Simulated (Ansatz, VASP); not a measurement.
**SiC: VASP beside Ansatz**

POSCAR

```
SiC
1.0
    3.0947360569      0.0000000000      0.0000000000
   -1.5473680285      2.6801200433      0.0000000000
    0.0000000000      0.0000000000     15.1881298508
Si C
6 6
Direct
    0.3333333333      0.6666666667      0.1422863726
    0.6666666667      0.3333333333      0.6422863726
    0.0000000000      0.0000000000      0.4755194282
    0.0000000000      0.0000000000      0.9755194282
    0.6666666667      0.3333333333      0.3087736124
    0.3333333333      0.6666666667      0.8087736124
    0.0000000000      0.0000000000      0.3501570145
    0.0000000000      0.0000000000      0.8501570145
    0.3333333333      0.6666666667      0.0173185555
    0.6666666667      0.3333333333      0.5173185555
    0.6666666667      0.3333333333      0.1838050067
    0.3333333333      0.6666666667      0.6838050067
```

The input INCAR.step1:

```
ALGO = Normal ; EDIFF = 1E-4
ENCUT = 520 ; GGA = PE
ISMEAR = 0 ; LASPH = T
LCHARG = F ; LREAL = F
LWAVE = T ; NBANDS = 36
NELM = 100 ; PREC = Accurate
SIGMA = 0.02
```

Contents of INCAR.step2:

```
ALGO = Normal ; EDIFF = 1E-7
ENCUT = 520 ; ISIF = 2
ISMEAR = 0 ; ISTART = 1
LASPH = T ; LCHARG = F
LMIXTAU = T ; LREAL = F
LWAVE = F ; METAGGA = R2SCAN
NBANDS = 36 ; NELM = 100
PREC = Accurate ; SIGMA = 0.02
```

File KPOINTS:

```
k-points
0
Gamma
  12 12 2
```

Input for Ansatz:

```yaml
crystal:
  lattice:
    - [3.0947360574, 0.0, 0.0]
    - [-1.5473680287, 2.6801200437, 0.0]
    - [0.0, 0.0, 15.1881298545]
  atoms:
    - { symbol: Si, position: [0.3333333333, 0.6666666667, 0.1422863724] }
    - { symbol: Si, position: [0.6666666667, 0.3333333333, 0.6422863724] }
    - { symbol: Si, position: [0.0, 0.0, 0.4755194283] }
    - { symbol: Si, position: [0.0, 0.0, 0.9755194283] }
    - { symbol: Si, position: [0.6666666667, 0.3333333333, 0.3087736127] }
    - { symbol: Si, position: [0.3333333333, 0.6666666667, 0.8087736127] }
    - { symbol: C, position: [0.0, 0.0, 0.3501570151] }
    - { symbol: C, position: [0.0, 0.0, 0.8501570151] }
    - { symbol: C, position: [0.3333333333, 0.6666666667, 0.0173185554] }
    - { symbol: C, position: [0.6666666667, 0.3333333333, 0.5173185554] }
    - { symbol: C, position: [0.6666666667, 0.3333333333, 0.1838050062] }
    - { symbol: C, position: [0.3333333333, 0.6666666667, 0.6838050062] }
basis:
  ecutwfc: 500
kpoints:
  mp_grid: { grid: [12, 12, 2] }
  band_path:
    path:
      - [[0.0, 0.0, 0.0], [0.5, 0.0, 0.0], [0.33333333, 0.33333333, 0.0], [0.0, 0.0, 0.0], [0.0, 0.0, 0.5], [0.5, 0.0, 0.5], [0.33333333, 0.33333333, 0.5], [0.0, 0.0, 0.5]]
      - [[0.5, 0.0, 0.5], [0.5, 0.0, 0.0]]
      - [[0.33333333, 0.33333333, 0.5], [0.33333333, 0.33333333, 0.0]]
    npoints: 10
hamiltonian:
  xc: r2scan
scf:
  occupations: { method: gaussian, width: 0.02 }
  n_extra_bands: 30
output:
  forces: true
  stress: true
  eigenvalues: true
  populations: true
  dos: { projected: true, de: 0.02, nscf_kmesh: { grid: [18, 18, 3] } }
  bader: false
  write_density: true
  write_potential: true
  elf: true
  volumetric_format: npy
```

Alike in both runs: task single point; functional r2SCAN; k mesh 12 × 12 × 2; occupations gaussian, width 0.02 eV; no spin polarisation.

|  | VASP | Ansatz |
| --- | --- | --- |
| version | VASP 6.6.1 | Ansatz 0.2.0 |
| potentials or method | VASP PAW PBE potentials, release 64 (Si, C), cutoff 520 eV | scalar-relativistic, plane waves, PAW |
| valence electrons in the cell | 48 | 48 |

Ansatz gave:

```
gap on the k mesh at the Fermi level (eV) : 2.39
least direct gap on the mesh (eV)         : 3.54
pressure (GPa)                            : -3.5
```

Question: Which values does VASP return?

Answer: gap on the k mesh at the Fermi level (eV): 2.40; least direct gap on the mesh (eV): 3.55; pressure (GPa): -3.7.

VASP's potentials were made for PBE, not for r2SCAN.
